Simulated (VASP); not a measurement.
# GaSb (F-43m) in VASP: notebook, part 3 of 3

VASP 6.6.1. The steps go on from the part before.

## 5. Vibrations by perturbation theory, LDA (28.10 Å³/atom)

This run uses another cell than the first one, of 28.10 Å³/atom.

INCAR

```
PREC     = Accurate       # precision mode
ENCUT    = 500            # plane-wave cutoff, eV
EDIFF    = 1E-8           # SCF threshold, eV
ISMEAR   = -1             # smearing method
SIGMA    = 0.05           # smearing width, eV
LREAL    = F              # projectors in reciprocal space
LASPH    = T              # aspherical terms in the spheres
NELM     = 120            # most SCF steps
ALGO     = Normal         # electronic algorithm
ISIF     = 2              # what is computed and relaxed
LWAVE    = F              # write WAVECAR
LCHARG   = F              # write CHGCAR
NBANDS   = 16             # bands
IBRION   = 8              # ionic algorithm
NSW      = 1              # ionic steps
GGA_COMPAT= F
```

KPOINTS

```
Automatic mesh
0
Gamma
  10 10 10
```

POSCAR

```
GaSb
1.0
    0.0000000000      3.0400914476      3.0400914476
    3.0400914476      0.0000000000      3.0400914476
    3.0400914476      3.0400914476      0.0000000000
Ga Sb
1 1
Direct
    0.0000000000      0.0000000000      0.0000000000
    0.7500000000      0.7500000000      0.7500000000
```

Potentials or basis: VASP PAW LDA potentials, release 64 (Ga_d, Sb).

Command:

```sh
> cat potpaw_LDA.64/Ga_d/POTCAR potpaw_LDA.64/Sb/POTCAR > POTCAR
> mpirun -np 1 vasp_std > vasp.out
```

OUTCAR:

```text
PREC = Accurate
   ENCUT = 500
   EDIFF = 1E-8
   ISMEAR = -1
   LREAL = F
   LASPH = T
   NELM = 120
   ISIF = 2
   IBRION = 8
   NSW = 1

 ion  position               nearest neighbor table
   1  0.000  0.000  0.000-   2 2.63   2 2.63   2 2.63   2 2.63
   2  0.750  0.750  0.750-   1 2.63   1 2.63   1 2.63   1 2.63

  LATTYP: Found a face centered cubic cell.
 ALAT       =     6.0801828952

  Lattice vectors:

 A1 = (   0.0000000000,   3.0400914476,   3.0400914476)
 A2 = (   3.0400914476,   0.0000000000,   3.0400914476)
 A3 = (   3.0400914476,   3.0400914476,   0.0000000000)

Analysis of symmetry for initial positions (statically):
=====================================================================
 Subroutine PRICEL returns:
 Original cell was already a primitive cell.

 Routine SETGRP: Setting up the symmetry group for a
 face centered cubic supercell.

 Subroutine GETGRP returns: Found 24 space group operations
 (whereof 24 operations were pure point group operations)
 out of a pool of 48 trial point group operations.

The static configuration has the point symmetry T_d .

Analysis of symmetry for dynamics (positions and initial velocities):
=====================================================================
 Subroutine PRICEL returns:
 Original cell was already a primitive cell.

 Routine SETGRP: Setting up the symmetry group for a
 face centered cubic supercell.

 Subroutine GETGRP returns: Found 24 space group operations
 (whereof 24 operations were pure point group operations)
 out of a pool of 48 trial point group operations.

The dynamic configuration has the point symmetry T_d .
[... 637 lines left out ...]
    total drift:                               -0.000000     -0.000000     -0.000000

  FREE ENERGIE OF THE ION-ELECTRON SYSTEM (eV)
  ---------------------------------------------------
  free  energy   TOTEN  =        -8.6710918879 eV

  energy  without entropy=       -8.6707557435  energy(sigma->0) =       -8.67092382

[... ionic steps 2 to 3 ...]

--------------------------------------- Ionic step        4  -------------------------------------------

------------------------ aborting loop because EDIFF is reached ----------------------------------------

[... ionic steps 5 to 6 ...]

--------------------------------------- Ionic step        7  -------------------------------------------

 Free energy of the ion-electron system (eV)
  ---------------------------------------------------
  ---------------------------------------------------
  free energy    TOTEN  =        -0.02650490 eV

  energy without entropy =       -0.02650490

------------------------ aborting loop because EDIFF is reached ----------------------------------------

 INTERNAL STRAIN TENSOR  FOR ION    2  DIRECTION 1   (eV/Angst):
 -----------------------------------------------------------------------------
    -0.00761  0.00000  0.00000
     0.00000  0.00565  6.66924
     0.00000  6.66924  0.00565

 INTERNAL STRAIN TENSOR FOR ION    2 for displacements in x,y,z  (eV/Angst):
          X           Y           Z          XY          YZ          ZX
  --------------------------------------------------------------------------------
  x    -0.00000     0.00000     0.00000     0.00000     6.66924     0.00000
  y     0.00000    -0.00000     0.00000     0.00000     0.00000     6.66924
  z     0.00000     0.00000    -0.00000     6.66924     0.00000     0.00000

 SECOND DERIVATIVES (NOT SYMMETRIZED)
 ------------------------------------
               1X          1Y          1Z          2X          2Y          2Z
  1X    -7.984677    0.000000    0.000000    7.984677    0.000000    0.000000
  1Y     0.000000   -7.984677    0.000000    0.000000    7.984677    0.000000
  1Z     0.000000    0.000000   -7.984677    0.000000    0.000000    7.984677
  2X     8.017006    0.000000    0.000000   -8.017006    0.000000    0.000000
  2Y     0.000000    8.017006    0.000000    0.000000   -8.017006    0.000000
  2Z     0.000000    0.000000    8.017006    0.000000    0.000000   -8.017006

 Eigenvectors and eigenvalues of the dynamical matrix
 ----------------------------------------------------

   1 f  =    6.639430 THz    41.716767 2PiTHz  221.467535 cm-1    27.458462 meV
             X         Y         Z           dx          dy          dz
      0.000000  0.000000  0.000000     0.000000   -0.796821    0.000000
      4.560137  4.560137  4.560137     0.000000    0.604216    0.000000
[... 21 lines left out ...]
   6 f/i=    0.006458 THz     0.040578 2PiTHz    0.215423 cm-1     0.026709 meV
             X         Y         Z           dx          dy          dz
      0.000000  0.000000  0.000000    -0.131799   -0.149416    0.570421
      4.560137  4.560137  4.560137    -0.173813   -0.197046    0.752254

--------------------------------------------------------------------------------------------------------

 ELASTIC MODULI CONTR FROM IONIC RELAXATION (kBar)
 Direction    XX          YY          ZZ          XY          YZ          ZX
 --------------------------------------------------------------------------------
 XX          -0.0000     -0.0000      0.0000     -0.0000      0.0000      0.0000
 YY          -0.0000     -0.0000      0.0000      0.0000      0.0000      0.0000
 ZZ           0.0000      0.0000     -0.0000      0.0000     -0.0000     -0.0000
 XY          -0.0000      0.0000      0.0000   -161.5273      0.0000     -0.0000
 YZ           0.0000      0.0000     -0.0000      0.0000   -161.5273     -0.0000
 ZX           0.0000      0.0000     -0.0000     -0.0000     -0.0000   -161.5273
 --------------------------------------------------------------------------------
```

Wall time 5.1 min (1 thread of Intel Xeon Platinum 8259CL at 2.50GHz (Skylake/Cascade Lake), shared host); peak memory 0.43 GiB.

Results:

```
Highest phonon frequency at Γ, LO-TO splitting left out : 221 cm⁻¹
```

Phonon frequencies in cm⁻¹ (negative: imaginary):
```csv
q point,frequencies
"(0.000, 0.000, 0.000)",0 0 0 221 221 221
```

Caveat: spin-orbit coupling is left out, which moves the levels of the heavy elements.
